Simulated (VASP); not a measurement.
# AlN (P6_3mc) in VASP: notebook, part 2 of 2

VASP 6.6.1. Earlier steps stand in the parts before.

## (3) Relaxation of cell and atoms, PBE

This run uses another cell than the first one, of 10.34 Å³/atom, 0.971 times its volume.

INCAR reads:

```
SYSTEM = AlN
  PREC = Accurate
  ENCUT = 600
  EDIFF = 1E-6
  ISMEAR = 0
  SIGMA = 0.02
  LREAL = .FALSE.
  LASPH = .TRUE.
  NELM = 80
  ALGO = Normal
  ISIF = 3
  LWAVE = .FALSE.
  LCHARG = .FALSE.
  GGA = PE
  IBRION = 2
  NSW = 100
  EDIFFG = -0.005
```

KPOINTS reads:

```
regular mesh
0
G
  9 9 6
  0 0 0
```

POSCAR reads:

```
AlN
1.0
    3.0810000000      0.0000000000      0.0000000000
   -1.5405000000      2.6682242691      0.0000000000
    0.0000000000      0.0000000000      5.0310000000
Al N
2 2
Direct
    0.3333333333      0.6666666667      0.0000000000
    0.6666666667      0.3333333333      0.5000000000
    0.3333333333      0.6666666667      0.3820000000
    0.6666666667      0.3333333333      0.8820000000
```

Potentials or basis: VASP PAW PBE potentials, release 64 (Al, N).

Launch:

```bash
$ cat potpaw_PBE.64/Al/POTCAR potpaw_PBE.64/N/POTCAR > POTCAR
$ mpirun -np 1 vasp_std > vasp.out
```

OUTCAR:

```text
SYSTEM = AlN
   PREC = Accurate
   ENCUT = 600
   EDIFF = 1E-6
   ISMEAR = 0
   LREAL = .FALSE.
   LASPH = .TRUE.
   NELM = 80
   ISIF = 3
   GGA = PE
   IBRION = 2
   NSW = 100
   EDIFFG = -0.005

 ion  position               nearest neighbor table
   1  0.333  0.667  0.000-   4 1.88   4 1.88   4 1.88   3 1.92   2 3.08   2 3.08   2 3.08   2 3.08
                             2 3.08   2 3.08
   2  0.667  0.333  0.500-   3 1.88   3 1.88   3 1.88   4 1.92   1 3.08   1 3.08   1 3.08   1 3.08
                             1 3.08   1 3.08
   3  0.333  0.667  0.382-   2 1.88   2 1.88   2 1.88   1 1.92
   4  0.667  0.333  0.882-   1 1.88   1 1.88   1 1.88   2 1.92

  LATTYP: Found a hexagonal cell.
 ALAT       =     3.0810000000
 C/A-ratio  =     1.6329113924

  Lattice vectors:

 A1 = (   3.0810000000,   0.0000000000,   0.0000000000)
[... 351 lines left out ...]
 fundamental gap:      4.0602464465
 Fermi energy:         6.0814820823

 k-point     1 :       0.0000    0.0000    0.0000
  band No.  band energies     occupation
      1      -9.0974      2.00000
      2      -7.0090      2.00000
      3       0.0674      2.00000
      4       5.1361      2.00000
      5       5.1362      2.00000
      6       5.7792      2.00000
      7       5.7792      2.00000
      8       5.9811      2.00000
      9      10.0414      0.00000
     10      12.5063      0.00000
     11      16.4524      0.00000
     12      17.0224      0.00000
[... 331 lines left out ...]
 k-point    24 :       0.3333    0.3333    0.1667
  band No.  band energies     occupation
      1      -6.6497      2.00000
      2      -6.6497      2.00000
      3       1.3608      2.00000
      4       1.8467      2.00000
      5       1.8467      2.00000
      6       3.3357      2.00000
      7       4.1284      2.00000
      8       4.1284      2.00000
      9      11.4194      0.00000
     10      14.2115      0.00000
     11      14.9921      0.00000
     12      14.9921      0.00000

 [... further k-points ...]
[... 5 lines left out ...]
  --------------------------------------------------------------------------------------
  -------------------------------------------------------------------------------------
  Total       -0.0029578     -0.0029578      0.0041785      0.0000000     -0.0000000      0.0000000
  in kB       -0.1114999     -0.1114999      0.1575188      0.0000000     -0.0000000      0.0000000
  external PRESSURE =      -0.0218270 kB  Pullay stress =       0.0000000 kB
[... 19 lines left out ...]
  FREE ENERGIE OF THE ION-ELECTRON SYSTEM (eV)
  ---------------------------------------------------
  free  energy   TOTEN  =       -29.7821087973 eV

  energy  without entropy=      -29.7821087973  energy(sigma->0) =      -29.78210880

 reached required accuracy - stopping structural energy minimisation
```

OSZICAR:

```text
N       E                     dE             d eps       ncg     rms          rms(c)
DAV:   1     0.585883223160E+02    0.58588E+02   -0.82670E+03  1160   0.134E+03
DAV:   2    -0.301268135338E+02   -0.88715E+02   -0.81105E+02  1692   0.250E+02
DAV:   3    -0.345081688549E+02   -0.43814E+01   -0.43628E+01  1536   0.592E+01
[... 36 lines left out ...]
       N       E                     dE             d eps       ncg     rms          rms(c)
DAV:   1    -0.297822643120E+02   -0.36775E-03   -0.47361E-02  1152   0.207E+00    0.768E-02
DAV:   2    -0.297821732550E+02    0.91057E-04   -0.45907E-04  1448   0.205E-01    0.434E-02
DAV:   3    -0.297821094541E+02    0.63801E-04   -0.81507E-05  1416   0.785E-02    0.622E-03
DAV:   4    -0.297821087973E+02    0.65679E-06   -0.57654E-06  1384   0.232E-02
   5 F= -.29782109E+02 E0= -.29782109E+02  d E =-.920748E-03
```

CONTCAR:

```text
AlN
   1.00000000000000
     3.1282482090661121    0.0000000000000000   -0.0000000000000000
    -1.5641241045330561    2.7091424184364223    0.0000000000000000
     0.0000000000000000    0.0000000000000000    5.0149541954548145
  Al              N
     2     2
Direct
     0.3333333332999970    0.6666666667000030    0.0002520782663220
     0.6666666667000030    0.3333333332999970    0.5002520782663220
     0.3333333332999970    0.6666666667000030    0.3817479217336759
     0.6666666667000030    0.3333333332999970    0.8817479217336759

  0.00000000E+00  0.00000000E+00  0.00000000E+00
  0.00000000E+00  0.00000000E+00  0.00000000E+00
  0.00000000E+00  0.00000000E+00  0.00000000E+00
  0.00000000E+00  0.00000000E+00  0.00000000E+00
```

Wall time 73 s (1 thread of Intel Xeon 6975P-C, shared host); peak memory 0.19 GiB.

Results:

```
Free energy                            : -29.7821 eV
Relaxed volume                         : 10.63 Å³/atom
Relaxed cell                           : a = 3.128 Å, b = 3.128 Å, c = 5.015 Å, α = 90.00°, β = 90.00°, γ = 120.00°
Space group after relaxing (to 0.05 Å) : P6_3mc (No. 186)
Energy gained by relaxing              : 8.4 meV/atom
Ionic steps                            : 5
Pressure after relaxing                : 0.0 GPa
Band gap on the k mesh                 : 4.06 eV, direct
```

Forces in eV/Å, atoms in the order of the input:
```
Al   0.000  0.000 -0.002
Al   0.000  0.000 -0.002
N    0.000  0.000  0.002
N    0.000  0.000  0.002
```

Step by step:
```tsv
step	energy change (eV)	largest force (eV/Å)	pressure (GPa)	volume (Å³)
1	0.0000	0.2328	5.87	41.36
2	-0.0060	0.3035	-4.84	43.66
3	-0.0327	0.0564	-0.11	42.54
4	-0.0334	0.0276	-0.05	42.52
5	-0.0336	0.0023	0.00	42.50
```

Final structure:
```xyz
4
Lattice="3.1282 0.0000 0.0000 -1.5641 2.7091 0.0000 0.0000 0.0000 5.0150" Properties=species:S:1:pos:R:3 pbc="T T T"
Al    0.0000    1.8061    0.0013
Al    1.5641    0.9030    2.5087
N     0.0000    1.8061    1.9144
N     1.5641    0.9030    4.4219
```

Levels at points of the mesh, in eV from the valence-band top:
```csv
k point,band 6,band 7,band 8,band 9,band 10,band 11
"(0.00, 0.00, 0.00)",-0.20,-0.20,0.00,4.06,6.53,10.47
"(0.00, 0.00, 0.50)",-0.53,-0.53,-0.53,6.33,6.33,10.18
```

A k mesh can miss the band edges. PBE usually gives volumes a little too large and moduli too small.

## (4) Single point, PBE

This run uses another cell than the first one, of 10.34 Å³/atom, 0.971 times its volume.

INCAR reads:

```
PREC = Accurate ; ENCUT = 600
EDIFF = 1E-6 ; ISMEAR = 0
SIGMA = 0.1 ; LREAL = F
LASPH = T ; NELM = 120
ALGO = Normal ; ISIF = 2
LWAVE = F ; LCHARG = T
GGA = PE ; LELF = T
LVHAR = T ; NBANDS = 16
GGA_COMPAT = F
```

KPOINTS reads:

```
Automatic mesh
0
Gamma
  6 6 4
```

POSCAR is that of step 3.

Launch:

```bash
$ cat potpaw_PBE.64/Al/POTCAR potpaw_PBE.64/N/POTCAR > POTCAR
$ mpirun -np 1 vasp_std > vasp.out
```

Run time: 18 s. Hardware: 1 thread of Intel Xeon Platinum 8375C at 2.90GHz (Ice Lake), shared host; peak memory 0.17 GiB.

Results (log left out):

```
Free energy            : -29.7471 eV
Pressure               : 5.9 GPa
Largest force          : 0.232 eV/Å
Band gap on the k mesh : 4.33 eV, direct
```

Forces on the atoms (eV/Å):
```
Al   0.000  0.000  0.232
Al   0.000  0.000  0.232
N    0.000  0.000 -0.232
N    0.000  0.000 -0.232
```

Stress tensor (GPa, compression positive):
```
8.63 0.00 0.00
0.00 8.63 0.00
0.00 0.00 0.33
```

Levels at points of the mesh, in eV from the valence-band top:
```
           k point  band 5  band 6  band 7  band 8  band 9  band 10  band 11  band 12
(0.00, 0.00, 0.00)   -0.73   -0.13   -0.13    0.00    4.33     7.00    10.66    11.47
(0.50, 0.00, 0.00)   -3.29   -1.97   -1.73   -0.65    5.77     6.01     8.33    10.37
(0.00, 0.00, 0.50)   -0.44   -0.44   -0.44   -0.44    6.69     6.69    10.38    10.38
(0.50, 0.00, 0.50)   -1.38   -1.38   -1.36   -1.36    5.34     5.34     9.35     9.35
```

## (5) Summary

| task | cell | k mesh | cutoff (eV) | smearing | gap on the mesh (eV) | pressure (GPa) |
| --- | --- | --- | --- | --- | --- | --- |
| single point | a = 3.130, b = 3.130, c = 5.018 Å, angles 90.0, 90.0, 120.0°, 4 atoms | 9 × 9 × 6 | 520 | gaussian 0.02 eV | 4.04 | -0.3 |
| relaxation of cell and atoms | relaxed from a = 3.081, b = 3.081, c = 5.031 Å, angles 90.0, 90.0, 120.0°, 4 atoms | 9 × 9 × 6 | 600 | gaussian 0.02 eV | 4.06 | 0.0 |
| single point | a = 3.081, b = 3.081, c = 5.031 Å, angles 90.0, 90.0, 120.0°, 4 atoms | 6 × 6 × 4 | 600 | gaussian 0.1 eV | 4.33 | 5.9 |

Alike in all rows: level PBE; potentials or basis VASP PAW PBE potentials, release 64 (Al, N); no spin polarisation.

Absolute energies hang on the potentials; compare differences alone.

## (6) How close it comes

Step 2. Against the measured gap of AlN, 6.034 eV (an exciton energy, a little under the gap; 10 K; quoted in “Self-assembly of well-separated AlN nanowires directly on sputtered metallic TiN films”, 2019, arxiv:1910.07391), the calculated 4.04 eV is off by -1.99 eV. 2 values of this kind are on record (6.034 to 6.0343 eV); this one was drawn at random. The value is that of PBE, without temperature or zero-point motion. Semilocal functionals fall short of measured gaps as a rule.
